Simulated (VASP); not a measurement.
Input of a VASP 6.6.1 run:

Contents of INCAR:

```
ALGO     = Normal         # electronic algorithm
EDIFF    = 1E-6           # SCF threshold, eV
ENCUT    = 520            # plane-wave cutoff, eV
GGA      = PS             # functional
ISIF     = 2              # what is computed and relaxed
ISMEAR   = -1             # smearing method
LASPH    = True           # aspherical terms in the spheres
LCHARG   = True           # write CHGCAR
LELF     = True           # ELF
LREAL    = False          # projectors in reciprocal space
LVHAR    = True         
LWAVE    = False          # write WAVECAR
NBANDS   = 8              # bands
NELM     = 60             # most SCF steps
PREC     = Accurate       # precision mode
SIGMA    = 0.05           # smearing width, eV
```

KPOINTS

```
k-points
0
Gamma
  7 7 7
```

POSCAR

```
H
1.0
   -1.6915344700      1.6915344700      2.0584739900
    1.6915344700     -1.6915344700      2.0584739900
    1.6915344700      1.6915344700     -2.0584739900
H
2
Direct
    0.0961830000      0.0949540000      0.0224580000
    0.9170920000      0.8909110000      0.0100700000
```

Potentials or basis: VASP PAW PBE potentials, release 64 (H).

The run is started by

```sh
$ cat potpaw_PBE.64/H/POTCAR > POTCAR
$ mpirun -np 1 vasp_std > vasp.out
```

**Question.** Estimate the band gap on the k mesh.

**Answer.** 8.61 eV, indirect (least direct gap 9.37 eV).

**Question.** Predict the pressure.

**Answer.** -0.4 GPa.

**Question.** Predict the largest force.

**Answer.** 0.209 eV/Å.

Stress tensor (GPa, compression positive):
```
-0.08  0.00 -0.11
 0.00 -0.06  0.04
-0.11  0.04 -1.12
```

Caveat: the PAW data sets were made with another functional, which shifts forces and pressure a little. A k mesh can miss the band edges.
